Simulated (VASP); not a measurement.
Ta2C, 3 atoms in the cell. The structure is trigonal, space group P-3m1 (No. 164). Conventional cell: a = 3.077 Å, b = 3.077 Å, c = 4.893 Å, α = 90.00°, β = 90.00°, γ = 120.00°. Within 3.1 Å of Ta (site symmetry 3m) lie 3 C at 2.17 Å and 12 Ta at 2.99 to 3.08 Å. Within 2.9 Å of C (site symmetry -3m) lie 6 Ta at 2.17 Å. 

```yaml
Program: VASP 6.6.1
Task: single point
Functional: PBEsol
Potentials_or_basis: VASP PAW PBE potentials, release 64 (Ta_pv, C)
Cutoff: 520 eV
k_mesh: 18 × 18 × 8
Occupations: gaussian, width 0.1 eV
Spin: no spin polarisation
Dipole_correction: no
Further_INCAR_settings: ALGO = Normal; EDIFF = 1e-06; NBANDS = 20
```

Potentials or basis: VASP PAW PBE potentials, release 64 (Ta_pv, C).

Launch:

```console
$ cat potpaw_PBE.64/Ta_pv/POTCAR potpaw_PBE.64/C/POTCAR > POTCAR
$ mpirun -np 1 vasp_std > vasp.out
```

Hardware: 1 thread of AMD EPYC 7R13 Processor (Zen 3) (shared host).

Q: How long does it take, and how much memory?

A: Wall time 120 s on 1 thread of AMD EPYC 7R13 Processor (Zen 3) (shared host), peak memory 0.28 GiB. Counts: scf iterations 13, k points 266.
